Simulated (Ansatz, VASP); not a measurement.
**Two plane-wave programs on P**

Contents of INCAR:

```
PREC     = Accurate       # precision mode
ENCUT    = 520            # plane-wave cutoff, eV
EDIFF    = 1E-6           # SCF threshold, eV
ISMEAR   = -1             # smearing method
SIGMA    = 0.1            # smearing width, eV
LREAL    = False          # projectors in reciprocal space
LASPH    = True           # aspherical terms in the spheres
NELM     = 60             # most SCF steps
ALGO     = Normal         # electronic algorithm
ISIF     = 2              # what is computed and relaxed
LWAVE    = False          # write WAVECAR
LCHARG   = False          # write CHGCAR
GGA      = PS             # functional
NBANDS   = 8              # bands
```

KPOINTS

```
Automatic mesh
0
Gamma
  16 16 16
```

POSCAR

```
P
1.0
   -1.4441687100      1.4441687100      1.4441687100
    1.4441687100     -1.4441687100      1.4441687100
    1.4441687100      1.4441687100     -1.4441687100
P
1
Direct
    0.0000000000      0.0000000000      0.0000000000
```

Input for Ansatz:

```yaml
crystal:
  lattice:
    - [-1.44416871, 1.44416871, 1.44416871]
    - [1.44416871, -1.44416871, 1.44416871]
    - [1.44416871, 1.44416871, -1.44416871]
  atoms:
    - { symbol: P, position: [0.0, 0.0, 0.0] }
hamiltonian:
  xc: pbesol
  pseudopotentials:
    kind: paw
    azcp:
      P: "pseudopotentials/P.paw.azcp"
basis:
  ecutwfc: 420
  fft_grid_basis: typed
kpoints:
  mp_grid: { grid: [16, 16, 16], shift: [0, 0, 0] }
magnetization:
  spin_polarized: false
scf:
  occupations: { method: fermi_dirac, width: 0.1 }
  lower_state_search: "off"
output:
  stress: true
```

Alike in both runs: task single point; functional PBEsol; k mesh 16 × 16 × 16; occupations fermi-dirac, width 0.1 eV; no spin polarisation.

|  | VASP | Ansatz |
| --- | --- | --- |
| version | VASP 6.6.1 | Ansatz 0.2.0 |
| potentials or method | VASP PAW PBE potentials, release 64 (P), cutoff 520 eV | plane waves (420 eV) with PAW, scalar-relativistic |
| valence electrons in the cell | 5 | 5 |

```tsv
	VASP	Ansatz	Ansatz less VASP
pressure (GPa)	18.0	17.9	-0.13
```

VASP's potentials were made for PBE, not for PBEsol, and Ansatz warns of the same on its side. With one functional, cell and mesh, what is left measures potentials, basis and numerics.
